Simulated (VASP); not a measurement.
Wanted: the native input for a VASP 6.6.1 run.

- Task: single point
- Functional: revPBE
- Dispersion: D3(BJ)
- Potentials or basis: VASP PAW PBE potentials, release 64 (C)
- Cutoff: 520 eV
- k mesh: 12 × 12 × 4
- Occupations: fermi-dirac, width 0.05 eV
- Spin: no spin polarisation
- Dipole correction: no
- Further INCAR settings: ALGO = Normal; EDIFF = 1e-06; NBANDS = 26

The structure of C lies in POSCAR:

```
C
1.0
    2.5388031358      0.0000000000      0.0000000000
   -1.2694015679      2.1986680108      0.0000000000
    0.0000000000      0.0000000000      8.2916519209
C
8
Direct
    0.6666666667      0.3333333333      0.8437500000
    0.3333333333      0.6666666667      0.3437500000
    0.6666666667      0.3333333333      0.6562500000
    0.3333333333      0.6666666667      0.1562500000
    0.0000000000      0.0000000000      0.9062500000
    0.0000000000      0.0000000000      0.4062500000
    0.0000000000      0.0000000000      0.5937500000
    0.0000000000      0.0000000000      0.0937500000
```

These files were run (other wordings do the same):

INCAR

```
PREC     = Accurate       # precision mode
ENCUT    = 520            # plane-wave cutoff, eV
EDIFF    = 1E-6           # SCF threshold, eV
ISMEAR   = -1             # smearing method
SIGMA    = 0.05           # smearing width, eV
LREAL    = False          # projectors in reciprocal space
LASPH    = True           # aspherical terms in the spheres
NELM     = 100            # most SCF steps
ALGO     = Normal         # electronic algorithm
ISIF     = 2              # what is computed and relaxed
LWAVE    = False          # write WAVECAR
LCHARG   = False          # write CHGCAR
GGA      = RE             # functional
IVDW     = 12             # dispersion correction
NBANDS   = 26             # bands
```

KPOINTS

```
regular mesh
0
Gamma
  12 12 4
```

Potentials or basis: VASP PAW PBE potentials, release 64 (C).

Launch:

```sh
$ cat potpaw_PBE.64/C/POTCAR > POTCAR
$ mpirun -np 1 vasp_std > vasp.out
```

It gave:

| Quantity | Value |
| --- | --- |
| Pressure | -11.8 GPa |
| Largest force | 0.313 eV/Å |
| Band gap on the k mesh | 4.36 eV (least direct gap 5.14 eV) |
| Dispersion energy per atom | -0.388 eV |

Caveat: the cell stands under tension; the PAW data sets were made with another functional, which shifts forces and pressure a little.

Run time: 74 s on 1 thread of Intel Xeon 8259CL, with other jobs on the host, peak memory 0.21 GiB.
